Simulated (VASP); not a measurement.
A run of VASP 6.6.1 is set up as follows.

INCAR

```
PREC = Accurate
ENCUT = 520
EDIFF = 1E-6
ISMEAR = 0
SIGMA = 0.01
LREAL = F
LASPH = T
NELM = 80
ALGO = Normal
ISIF = 2
LWAVE = F
LCHARG = F
GGA = PE
NBANDS = 38
```

File KPOINTS:

```
Automatic mesh
0
Gamma
  6 6 6
```

The input POSCAR:

```
OsPtC4N4
1.0
    5.9133834355      0.0000000000      0.0000000000
    0.0000000000      5.9133834355      0.0000000000
    0.0000000000      0.0000000000      5.9133834355
Os Pt C N
1 1 4 4
Direct
    0.0000000000      0.0000000000      0.0000000000
    0.5000000000      0.5000000000      0.5000000000
    0.1870586971      0.1870586971      0.1870586971
    0.1870586971      0.8129413029      0.8129413029
    0.8129413029      0.1870586971      0.8129413029
    0.8129413029      0.8129413029      0.1870586971
    0.3031765183      0.3031765183      0.3031765183
    0.3031765183      0.6968234817      0.6968234817
    0.6968234817      0.3031765183      0.6968234817
    0.6968234817      0.6968234817      0.3031765183
```

Potentials or basis: VASP PAW PBE potentials, release 64 (Os, Pt, C, N).

Launch:

```console
$ cat potpaw_PBE.64/Os/POTCAR potpaw_PBE.64/Pt/POTCAR potpaw_PBE.64/C/POTCAR potpaw_PBE.64/N/POTCAR > POTCAR
$ mpirun -np 1 vasp_std > vasp.out
```

Q: Predict the largest force.

A: 0.272 eV/Å.

Q: What does it give for the pressure?

A: 0.6 GPa.

Q: Predict the band gap on the k mesh.

A: 0.22 eV (least direct gap 0.44 eV).

Forces on the atoms (eV/Å):
```
Os   0.000  0.000  0.000
Pt   0.000  0.000  0.000
C   -0.058 -0.058 -0.058
C   -0.058  0.058  0.058
C    0.058 -0.058  0.058
C    0.058  0.058 -0.058
N    0.157  0.157  0.157
N    0.157 -0.157 -0.157
N   -0.157  0.157 -0.157
N   -0.157 -0.157  0.157
```

Caveat: spin-orbit coupling is left out, which moves the levels of the heavy elements. A k mesh can miss the band edges.
